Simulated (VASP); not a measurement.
Input of a VASP 6.6.1 run:

Contents of POSCAR:

```
W
1.0
   -1.6209539130      1.6209539130      1.6209539130
    1.6209539130     -1.6209539130      1.6209539130
    1.6209539130      1.6209539130     -1.6209539130
W
1
Direct
    0.0000000000      0.0000000000      0.0000000000
```

File INCAR.step1:

```
PREC = Accurate
ENCUT = 520
ISMEAR = 1
SIGMA = 0.05
LREAL = False
LASPH = True
NELM = 80
NBANDS = 13
GGA = PE
ALGO = Normal
EDIFF = 1E-4
LWAVE = True
LCHARG = False
```

File INCAR.step2:

```
PREC = Accurate
ENCUT = 520
EDIFF = 1E-7
ISMEAR = 1
SIGMA = 0.05
LREAL = False
LASPH = True
NELM = 80
ALGO = Normal
ISIF = 2
LWAVE = False
LCHARG = False
METAGGA = R2SCAN
LMIXTAU = True
NBANDS = 13
ISTART = 1
```

The input KPOINTS:

```
Automatic mesh
0
Gamma
  13 13 13
```

Potentials or basis: VASP PAW PBE potentials, release 64 (W_sv).

Command:

```bash
$ cat potpaw_PBE.64/W_sv/POTCAR > POTCAR
$ cp INCAR.step1 INCAR
$ mpirun -np 1 vasp_std > vasp.out
$ cp INCAR.step2 INCAR
$ mpirun -np 1 vasp_std > vasp.out
```

Question: What does it give for the band gap on the k mesh?

Answer: Zero (band 7 reaches 14.50 eV, above the bottom of band 8 at 9.11 eV).

Question: Predict the pressure.

Answer: -18.4 GPa.

Caveat: the PAW data sets were made with another functional, which shifts forces and pressure a little; spin-orbit coupling is left out, which moves the levels of the heavy elements.
